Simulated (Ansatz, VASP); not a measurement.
## Ge in VASP and in Ansatz

INCAR

```
PREC = Accurate
ENCUT = 600
EDIFF = 1E-6
ISMEAR = 0
SIGMA = 0.1
LREAL = F
LASPH = T
NELM = 100
ALGO = Normal
ISIF = 3
LWAVE = F
LCHARG = F
GGA = PE
IBRION = 2
NSW = 100
EDIFFG = -0.01
```

Contents of KPOINTS:

```
regular mesh
0
Gamma
  20 20 20
```

POSCAR

```
Ge
1.0
    2.7104744361      0.0000000000      0.0000000000
    0.0000000000      2.7104744361      0.0000000000
    0.0000000000      0.0000000000      2.7104744361
Ge
1
Direct
    0.0000000000      0.0000000000      0.0000000000
```

Input for Ansatz:

```yaml
crystal:
  lattice:
    - [2.7104744361, 0.0, 0.0]
    - [0.0, 2.7104744361, 0.0]
    - [0.0, 0.0, 2.7104744361]
  atoms:
    - { symbol: Ge, position: [0.0, 0.0, 0.0] }
basis:
  ecutwfc: 420
kpoints:
  mp_grid: { grid: [20, 20, 20] }
hamiltonian:
  xc: pbe
scf:
  occupations: { method: gaussian, width: 0.1 }
output:
  forces: true
  stress: true
  eigenvalues: true
  write_density: true
  write_potential: true
  elf: true
  volumetric_format: npy
relax:
  adjacent_minimum: "off"
  f_tol: 0.01
  max_steps: 80
  cell: { stress_tol: 0.05 }
```

Alike in both runs: task relaxation of cell and atoms; functional PBE; k mesh 20 × 20 × 20; occupations gaussian, width 0.1 eV; no spin polarisation.

|  | VASP | Ansatz |
| --- | --- | --- |
| version | VASP 6.6.1 | Ansatz 0.2.0 |
| potentials or method | VASP PAW PBE potentials, release 64 (Ge_d), cutoff 600 eV | scalar-relativistic, plane waves, PAW |
| valence electrons in the cell | 14 | 14 |

```csv
,VASP,Ansatz,Ansatz less VASP
"gap on the k mesh at the Fermi level, each at its own relaxed structure (eV)",none,none,-
relaxed volume (Å³/atom),19.91,19.91,0.000
relaxed cell length with the largest relative difference (Å),2.710,2.710,0.0000
```

A gap of «none» marks a metal or a gap that the smearing closes.

Noted on VASP's run: the relaxation stopped at its first step, so nothing moved.
